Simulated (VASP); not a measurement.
# LaLu2N3 (P6/mmm) in VASP: notebook

Runs on LaLu2N3. Level: PBE. Tasks: single point, relaxation of cell and atoms.

Program: VASP 6.6.1. These are calculated values, not measurements. Logs are shortened: lines on timing, memory, paths and dates and some standing lists are left out, and cuts for length are marked.

## Step 1: The cell of the first run

It takes space group P6/mmm (No. 191, hexagonal). Conventional cell: a = 5.930 Å, b = 5.930 Å, c = 3.085 Å, α = 90.00°, β = 90.00°, γ = 120.00°. La (site symmetry 6/mmm) has 2 La at 3.09 Å and 12 N at 3.34 Å and 6 Lu at 3.42 Å within 4.1 Å. Lu (site symmetry -6m2) has 6 N at 2.30 Å and 2 Lu at 3.09 Å within 3.1 Å. Within 3.1 Å of N (site symmetry mmm) lie 4 Lu at 2.30 Å and 6 N at 2.96 to 3.09 Å.

The cell was built from a structure type or drawn by symmetry, and may not be a known phase.

## Step 2: Single point, PBE

INCAR reads:

```
PREC     = Accurate       # precision mode
ENCUT    = 520            # plane-wave cutoff, eV
EDIFF    = 1E-7           # SCF threshold, eV
ISMEAR   = 0              # smearing method
SIGMA    = 0.1            # smearing width, eV
LREAL    = F              # projectors in reciprocal space
LASPH    = T              # aspherical terms in the spheres
NELM     = 80             # most SCF steps
ALGO     = Normal         # electronic algorithm
ISIF     = 2              # what is computed and relaxed
LWAVE    = F              # write WAVECAR
LCHARG   = F              # write CHGCAR
GGA      = PE             # functional
NBANDS   = 47             # bands
```

KPOINTS reads:

```
regular mesh
0
Gamma
  6 6 4
```

POSCAR reads:

```
LaLu2N3
1.0
    5.9298618899     -0.0000000031      0.0000000000
   -2.9649309422      5.1354110391      0.0000000000
    0.0000000000      0.0000000000      3.0854840698
La Lu N
1 2 3
Direct
    0.0000000000      0.0000000000      0.5000000000
    0.3333333333      0.6666666667      0.5000000000
    0.6666666667      0.3333333333      0.5000000000
    0.5000000000      0.0000000000      0.0000000000
    0.0000000000      0.5000000000      0.0000000000
    0.5000000000      0.5000000000      0.0000000000
```

Potentials or basis: VASP PAW PBE potentials, release 64 (La, Lu, N).

On the command line:

```sh
$ cat potpaw_PBE.64/La/POTCAR potpaw_PBE.64/Lu/POTCAR potpaw_PBE.64/N/POTCAR > POTCAR
$ mpirun -np 1 vasp_std > vasp.out
```

OUTCAR:

```text
PREC = Accurate
   ENCUT = 520
   EDIFF = 1E-7
   ISMEAR = 0
   LREAL = F
   LASPH = T
   NELM = 80
   ISIF = 2
   GGA = PE

 ion  position               nearest neighbor table
   1  0.000  0.000  0.500-   2 3.42   3 3.42   2 3.42   3 3.42   3 3.42   2 3.42
   2  0.333  0.667  0.500-   4 2.30   4 2.30   5 2.30   5 2.30   6 2.30   6 2.30   1 3.42   3 3.42
                             3 3.42   1 3.42   1 3.42   3 3.42
   3  0.667  0.333  0.500-   4 2.30   4 2.30   5 2.30   5 2.30   6 2.30   6 2.30   1 3.42   2 3.42
                             2 3.42   1 3.42   1 3.42   2 3.42
   4  0.500  0.000  0.000-   2 2.30   3 2.30   2 2.30   3 2.30
   5  0.000  0.500  0.000-   2 2.30   3 2.30   2 2.30   3 2.30
   6  0.500  0.500  0.000-   2 2.30   3 2.30   2 2.30   3 2.30

  LATTYP: Found a hexagonal cell.
 ALAT       =     5.9298618899
 C/A-ratio  =     0.5203298369

  Lattice vectors:

 A1 = (   5.9298618899,  -0.0000000031,   0.0000000000)
 A2 = (  -2.9649309422,   5.1354110391,   0.0000000000)
 A3 = (   0.0000000000,   0.0000000000,   3.0854840698)

Analysis of symmetry for initial positions (statically):
=====================================================================
 Subroutine PRICEL returns:
 Original cell was already a primitive cell.

 Routine SETGRP: Setting up the symmetry group for a
 hexagonal supercell.

 Subroutine GETGRP returns: Found 24 space group operations
 (whereof 24 operations were pure point group operations)
 out of a pool of 24 trial point group operations.

The static configuration has the point symmetry D_6h.

Analysis of symmetry for dynamics (positions and initial velocities):
=====================================================================
 Subroutine PRICEL returns:
 Original cell was already a primitive cell.

 Routine SETGRP: Setting up the symmetry group for a
 hexagonal supercell.

 Subroutine GETGRP returns: Found 24 space group operations
 (whereof 24 operations were pure point group operations)
 out of a pool of 24 trial point group operations.

The dynamic configuration has the point symmetry D_6h.

 Subroutine INISYM returns: Found 24 space group operations
 (whereof 24 operations are pure point group operations),
 and found     1 'primitive' translations

----------------------------------------------------------------------------------------

                                     Primitive cell

  volume of cell :      93.9600

  direct lattice vectors                    reciprocal lattice vectors
     5.929861890 -0.000000003  0.000000000     0.168637992  0.097363190  0.000000000
    -2.964930942  5.135411039  0.000000000     0.000000000  0.194726380  0.000000000
     0.000000000  0.000000000  3.085484070     0.000000000  0.000000000  0.324098254

  length of vectors
     5.929861890  5.929861890  3.085484070     0.194726380  0.194726380  0.324098254

  position of ions in fractional coordinates (direct lattice)
     0.000000000  0.000000000  0.500000000
     0.333333333  0.666666667  0.500000000
     0.666666667  0.333333333  0.500000000
     0.500000000  0.000000000  0.000000000
     1.000000000  0.500000000  0.000000000
     0.500000000  0.500000000  0.000000000

  ion indices of the primitive-cell ions
   primitive index   ion index
                 1           1
                 2           2
                 3           3
                 4           4
                 5           5
                 6           6

----------------------------------------------------------------------------------------

 KPOINTS: regular mesh

Automatic generation of k-mesh.
 Grid dimensions read from file:
 generate k-points for:    6    6    4

 Generating k-lattice:

  Cartesian coordinates                     Fractional coordinates (reciprocal lattice)
     0.028106332  0.016227198  0.000000000     0.166666667 -0.000000000  0.000000000
     0.000000000  0.032454397  0.000000000    -0.000000000  0.166666667  0.000000000
     0.000000000  0.000000000  0.081024564     0.000000000  0.000000000  0.250000000

  Length of vectors
     0.032454397  0.032454397  0.081024564

  Shift w.r.t. Gamma in fractional coordinates (k-lattice)
     0.000000000  0.000000000  0.000000000

 Subroutine IBZKPT returns following result:
 ===========================================

 Found     21 irreducible k-points:

 Following reciprocal coordinates:
            Coordinates               Weight
  0.000000  0.000000  0.000000      1.000000
  0.166667  0.000000  0.000000      6.000000
  0.333333  0.000000  0.000000      6.000000
  0.500000  0.000000  0.000000      3.000000
  0.166667  0.166667  0.000000      6.000000
  0.333333  0.166667  0.000000     12.000000
[... 13 lines left out ...]
  0.333333  0.166667  0.500000     12.000000
  0.333333  0.333333  0.500000      2.000000
   k-points           NKPTS =     21   k-points in BZ     NKDIM =     21   number of bands    NBANDS=     47
   number of dos      NEDOS =    301   number of ions     NIONS =      6
   total plane-waves  NPLWV =  55296
   dimension x,y,z NGX =    48 NGY =   48 NGZ =   24
   dimension x,y,z NGXF=    96 NGYF=   96 NGZF=   48
   ions per type =               1   2   3
   NGX,Y,Z   is equivalent  to a cutoff of  13.46, 13.46, 12.93 a.u.
   NGXF,Y,Z  is equivalent  to a cutoff of  26.91, 26.91, 25.86 a.u.
 SYSTEM =  unknown system
   PREC   = accura    normal or accurate (medium, high low for compatibility)
   ISTART =      0    job   : 0-new  1-cont  2-samecut
   ICHARG =      2    charge: 1-file 2-atom 10-const
   ISPIN  =      1    spin polarized calculation?
   LNONCOLLINEAR =      F non collinear calculations
   LSORBIT =      F    spin-orbit coupling
   LASPH  =      T    aspherical Exc in radial PAW
   ENCUT  =  520.0 eV  38.22 Ry    6.18 a.u.  11.03 11.03  5.74*2*pi/ulx,y,z
   NELM   =     80;   NELMIN=  2; NELMDL= -5     # of ELM steps
   EDIFF  = 0.1E-06   stopping-criterion for ELM
   LREAL  =      F    real-space projection
   EDIFFG = 0.1E-05   stopping-criterion for IOM
   NSW    =      0    number of steps for IOM
   IBRION =     -1    ionic relax: 0-MD 1-quasi-New 2-CG
   NFREE  =      0    steps in history (QN), initial steepest desc. (CG)
   ISIF   =      2    stress and relaxation
   ISYM   =      2    0-nonsym 1-usesym 2-fastsym
   POTIM  = 0.5000    time-step for ionic-motion
   TEBEG  =    0.0;   TEEND  =   0.0 temperature during run
   PSTRESS=    0.0 pullay stress
   NELECT =      76.0000    total number of electrons
   NUPDOWN=      -1.0000    fix difference up-down
   EMIN   =  10.00;   EMAX   =-10.00  energy-range for DOS
   EFERMI =   0.00;   METHOD = LEGACY
   ISMEAR =     0;   SIGMA  =   0.10  broadening in eV -4-tet -1-fermi 0-gaus
   EFERMI_NEDOS =   21; number of points for ismear=-14 and -15
   IALGO  =     38    algorithm
   IMIX   =      4    mixing-type and parameters
     AMIX     =   0.40;   BMIX     =  1.00
     AMIX_MAG =   1.60;   BMIX_MAG =  1.00
  volume/ion in A,a.u.               =      15.66       105.68
  Fermi-wavevector in a.u.,A,eV,Ry     =   1.525334  2.882464 31.655917  2.326644
  Thomas-Fermi vector in A             =   2.633519
   LORBIT       =      0    0 simple, 1 ext, 2 COOP (PROOUT), +10 PAW based schemes
   GGA     = PE    functional components
   LHFCALC =     F    Hartree Fock is set to
   AEXX    =    0.0000 exact exchange contribution
   IVDW    =     0    specifies the selected vdW correction
   LEPSILON=     F    determine dielectric tensor
   LRPA    =     F    only Hartree local field effects (RPA)
 non-spin polarized calculation
 Gauss-broadening in eV      SIGMA  =   0.10
  energy-cutoff  :      520.00
  volume of cell :       93.96
 maximum number of plane-waves:      2551
 NGX is ok and might be reduce to    48
   NGX = 23   NGY = 23   NGZ = 11

 number of electron      76.0000008 magnetization

 Free energy of the ion-electron system (eV)
  ---------------------------------------------------
  ext. energy  EPLUGINS =         0.00000000
  ---------------------------------------------------
  free energy    TOTEN  =       -43.70000619 eV

  energy without entropy =      -43.68279047  energy(sigma->0) =      -43.69139833

 E-fermi :   5.5444     XC(G=0): -11.5633

 val. band max:        5.5196090811   @ k =   0.1667   0.0000   0.0000
 cond. band min:       5.5583054658   @ k =   0.5000   0.0000   0.5000
 fundamental gap:      0.0386963847
 Fermi energy:         5.5444156128

 k-point     1 :       0.0000    0.0000    0.0000
  band No.  band energies     occupation
      1     -48.7016      2.00000
      2     -48.6809      2.00000
      3     -28.1679      2.00000
      4     -19.8333      2.00000
      5     -19.8333      2.00000
      6     -19.5069      2.00000
[... 39 lines left out ...]
     46       7.1256      0.00000
     47       7.1256      0.00000

 k-point     2 :       0.1667    0.0000    0.0000
  band No.  band energies     occupation
      1     -48.7004      2.00000
      2     -48.6821      2.00000
      3     -28.1683      2.00000
      4     -19.8409      2.00000
      5     -19.8185      2.00000
      6     -19.5202      2.00000
[... 39 lines left out ...]
     46       7.1131      0.00000
     47       7.1176      0.00000

 k-point     3 :       0.3333    0.0000    0.0000
  band No.  band energies     occupation
      1     -48.6973      2.00000
      2     -48.6853      2.00000
      3     -28.1690      2.00000
      4     -19.8553      2.00000
      5     -19.7759      2.00000
      6     -19.5607      2.00000
[... 39 lines left out ...]
     46       7.1031      0.00000
     47       7.6142      0.00000

 k-point     4 :       0.5000    0.0000    0.0000
  band No.  band energies     occupation
      1     -48.6947      2.00000
      2     -48.6878      2.00000
      3     -28.1694      2.00000
      4     -19.8621      2.00000
      5     -19.7407      2.00000
      6     -19.5952      2.00000
[... 789 lines left out ...]
     46       7.1553      0.00000
     47       7.3109      0.00000

 k-point    20 :       0.3333    0.1667    0.5000
  band No.  band energies     occupation
      1     -48.6485      2.00000
      2     -48.6420      2.00000
      3     -27.7037      2.00000
      4     -19.8972      2.00000
      5     -19.8287      2.00000
      6     -19.6512      2.00000
[... 39 lines left out ...]
     46       7.1370      0.00000
     47       7.2196      0.00000

 k-point    21 :       0.3333    0.3333    0.5000
  band No.  band energies     occupation
      1     -48.6452      2.00000
      2     -48.6452      2.00000
      3     -27.7039      2.00000
      4     -19.8630      2.00000
      5     -19.8630      2.00000
      6     -19.6506      2.00000
[... 39 lines left out ...]
     46       7.2275      0.00000
     47       7.2304      0.00000

------------------------ aborting loop because EDIFF is reached ----------------------------------------

  FORCE on cell =-STRESS in cart. coord.  units (eV):
  Direction    XX          YY          ZZ          XY          YZ          ZX
  --------------------------------------------------------------------------------------
  -------------------------------------------------------------------------------------
  Total        0.3434857      0.3434857      0.4653329      0.0000000     -0.0000000      0.0000000
  in kB        5.8570129      5.8570129      7.9347136      0.0000000     -0.0000000      0.0000000
  external PRESSURE =       6.5495798 kB  Pullay stress =       0.0000000 kB

 VOLUME and BASIS-vectors are now :
 -----------------------------------------------------------------------------
  energy-cutoff  :      520.00
  volume of cell :       93.96
      direct lattice vectors                 reciprocal lattice vectors
     5.929861890 -0.000000003  0.000000000     0.168637992  0.097363190  0.000000000
    -2.964930942  5.135411039  0.000000000     0.000000000  0.194726380  0.000000000
     0.000000000  0.000000000  3.085484070     0.000000000  0.000000000  0.324098254

 POSITION                                       TOTAL-FORCE (eV/Angst)
 -----------------------------------------------------------------------------------
      0.00000      0.00000      1.54274        -0.000000     -0.000000      0.000000
      0.00000      3.42361      1.54274        -0.000000     -0.000000      0.000000
      2.96493      1.71180      1.54274         0.000000      0.000000      0.000000
      2.96493     -0.00000      0.00000        -0.000000     -0.000000      0.000000
     -1.48247      2.56771      0.00000        -0.000000     -0.000000      0.000000
      1.48247      2.56771      0.00000        -0.000000     -0.000000      0.000000
 -----------------------------------------------------------------------------------
    total drift:                               -0.000000      0.000000     -0.000000

  FREE ENERGIE OF THE ION-ELECTRON SYSTEM (eV)
  ---------------------------------------------------
  free  energy   TOTEN  =       -43.7000061900 eV

  energy  without entropy=      -43.6827904680  energy(sigma->0) =      -43.69139833
```

Wall time 2.1 min (1 thread of Intel Xeon 6975P-C (Granite Rapids), shared host); peak memory 0.27 GiB.

What came out:

```
Free energy            : -43.7000 eV
Pressure               : 0.7 GPa
Band gap on the k mesh : zero (bands 38 and 39 overlap by 0.27 eV)
```

Stress tensor (GPa, compression positive):
```
0.59 0.00 0.00
0.00 0.59 0.00
0.00 0.00 0.79
```

Caveat: the k points lie up to 0.51 Å⁻¹ apart; spin-orbit coupling is left out, which moves the levels of the heavy elements.

## Step 3: Single point, PBE

This run uses another cell than the first one, of 15.71 Å³/atom.

INCAR reads:

```
PREC = Accurate ; ENCUT = 520
EDIFF = 1E-6 ; ISMEAR = 0
SIGMA = 0.1 ; LREAL = F
LASPH = T ; NELM = 100
ALGO = Normal ; ISIF = 2
LWAVE = F ; LCHARG = F
GGA = PE ; NBANDS = 47
```

KPOINTS reads:

```
regular mesh
0
Gamma
  6 6 12
```

Edit POSCAR of step 2 so:

```diff
@@ -2,5 +2,5 @@
 1.0
-    5.9298618899     -0.0000000031      0.0000000000
-   -2.9649309422      5.1354110391      0.0000000000
-    0.0000000000      0.0000000000      3.0854840698
+    5.9339130386      0.0000000000      0.0000000000
+   -2.9669565193      5.1389194353      0.0000000000
+    0.0000000000      0.0000000000      3.0917947920
 La Lu N
```

Potentials or basis: VASP PAW PBE potentials, release 64 (La, Lu, N).

On the command line:

```sh
$ cat potpaw_PBE.64/La/POTCAR potpaw_PBE.64/Lu/POTCAR potpaw_PBE.64/N/POTCAR > POTCAR
$ mpirun -np 1 vasp_std > vasp.out
```

It took 3.8 min on 1 thread of Intel Xeon 6975P-C (Granite Rapids), shared host; peak memory 0.37 GiB.

It converged, with:

| Quantity | Value |
| --- | --- |
| Free energy | -43.6128 eV |
| Pressure | 0.5 GPa |
| Band gap on the k mesh | zero (bands 38 and 39 overlap by 0.41 eV) |

Stress tensor (GPa, compression positive):
```
0.39 0.00 0.00
0.00 0.39 0.00
0.00 0.00 0.76
```

Levels at points of the mesh, in eV from the Fermi level:
```csv
k point,band 36,band 37,band 38,band 39,band 40,band 41
"(0.00, 0.00, 0.00)",-0.26,0.17,0.17,0.18,0.34,1.06
"(0.50, 0.00, 0.00)",-0.91,-0.82,-0.40,0.18,0.94,0.99
"(0.00, 0.00, 0.50)",-0.77,-0.77,0.38,1.10,1.33,1.33
"(0.50, 0.00, 0.50)",-1.91,-0.78,-0.08,0.11,1.12,1.21
```

Caveat: spin-orbit coupling is left out, which moves the levels of the heavy elements.

## Step 4: Relaxation of cell and atoms, PBE

INCAR reads:

```
  ALGO = Normal
  EDIFF = 1E-6
  EDIFFG = -0.04
  ENCUT = 600
  GGA = PE
  IBRION = 2
  ISIF = 3
  ISMEAR = 0
  LASPH = T
  LCHARG = F
  LREAL = F
  LWAVE = F
  NELM = 60
  NSW = 90
  PREC = Accurate
  SIGMA = 0.1
```

KPOINTS reads:

```
k-points
0
Gamma
  3 3 6
```

Edit POSCAR of step 3 so:

```diff
@@ -2,5 +2,5 @@
 1.0
-    5.9339130386      0.0000000000      0.0000000000
-   -2.9669565193      5.1389194353      0.0000000000
-    0.0000000000      0.0000000000      3.0917947920
+    5.9298618899      0.0000000000      0.0000000000
+   -2.9649309449      5.1354110376      0.0000000000
+    0.0000000000      0.0000000000      3.0854840698
 La Lu N
```

On the command line:

```sh
$ cat potpaw_PBE.64/La/POTCAR potpaw_PBE.64/Lu/POTCAR potpaw_PBE.64/N/POTCAR > POTCAR
$ mpirun -np 1 vasp_std > vasp.out
```

It took 3.9 min on 1 thread of Intel Xeon 6975P-C (Granite Rapids), shared host; peak memory 0.28 GiB.

Results (log left out):

| Property | Result |
| --- | --- |
| Free energy | -43.5593 eV |
| Relaxed volume | 15.76 Å³/atom |
| Relaxed cell | a = 5.939 Å, b = 5.939 Å, c = 3.096 Å, α = 90.00°, β = 90.00°, γ = 120.00° |
| Space group after relaxing (to 0.1 Å) | P6/mmm (No. 191) |
| Energy gained by relaxing | 0.4 meV/atom |
| Ionic steps | 4 |
| Pressure after relaxing | 0.1 GPa |
| Band gap on the k mesh | zero (bands 38 and 39 overlap by 0.22 eV) |

Stress tensor (GPa, compression positive):
```
 0.13  0.00  0.00
 0.00  0.13  0.00
 0.00  0.00 -0.01
```

The path:
```tsv
step	energy change (eV)	largest force (eV/Å)	pressure (GPa)	volume (Å³)
1	0.0000	0.0000	1.02	93.96
2	0.0004	0.0000	-2.11	95.32
3	-0.0023	0.0000	-0.21	94.72
4	-0.0023	0.0000	0.08	94.57
```

Final structure:
```cif
data_structure
_symmetry_space_group_name_H-M 'P 1'
_symmetry_Int_Tables_number 1
_cell_length_a 5.9390
_cell_length_b 5.9390
_cell_length_c 3.0962
_cell_angle_alpha 90.000
_cell_angle_beta 90.000
_cell_angle_gamma 120.000
_cell_volume 94.57
loop_
_atom_site_label
_atom_site_type_symbol
_atom_site_fract_x
_atom_site_fract_y
_atom_site_fract_z
_atom_site_occupancy
La1 La 0.00000 0.00000 0.50000 1
Lu1 Lu 0.33333 0.66667 0.50000 1
Lu2 Lu 0.66667 0.33333 0.50000 1
N1 N 0.50000 0.00000 0.00000 1
N2 N 0.00000 0.50000 0.00000 1
N3 N 0.50000 0.50000 0.00000 1
```

Levels at points of the mesh, in eV from the Fermi level:
```
           k point  band 34  band 35  band 36  band 37  band 38  band 39  band 40  band 41  band 42  band 43
(0.00, 0.00, 0.00)    -1.29    -1.29    -0.38     0.06     0.07     0.07     0.17     0.88     0.88     1.02
(0.00, 0.00, 0.50)    -2.69    -1.59    -0.89    -0.89     0.27     0.91     1.16     1.16     1.25     1.32
```

Caveat: the k points lie up to 0.41 Å⁻¹ apart in the final cell; spin-orbit coupling is left out, which moves the levels of the heavy elements.

## Step 5: Overview

```csv
task,cell,k mesh,cutoff (eV),gap on the mesh (eV),pressure (GPa)
single point,"a = 5.930, b = 5.930, c = 3.085 Å, angles 90.0, 90.0, 120.0°, 6 atoms",6 × 6 × 4,520,none,0.7
single point,"a = 5.934, b = 5.934, c = 3.092 Å, angles 90.0, 90.0, 120.0°, 6 atoms",6 × 6 × 12,520,none,0.5
relaxation of cell and atoms,"relaxed from a = 5.930, b = 5.930, c = 3.085 Å, angles 90.0, 90.0, 120.0°, 6 atoms",3 × 3 × 6,600,none,0.1
```

Alike in all rows: level PBE; potentials or basis VASP PAW PBE potentials, release 64 (La, Lu, N); no spin polarisation; smearing gaussian 0.1 eV.

Caveats: some runs use coarse meshes; spin-orbit coupling is left out, which moves the levels of the heavy elements.

Total energies depend on the potentials used, so only differences within one code and one set of settings carry meaning.
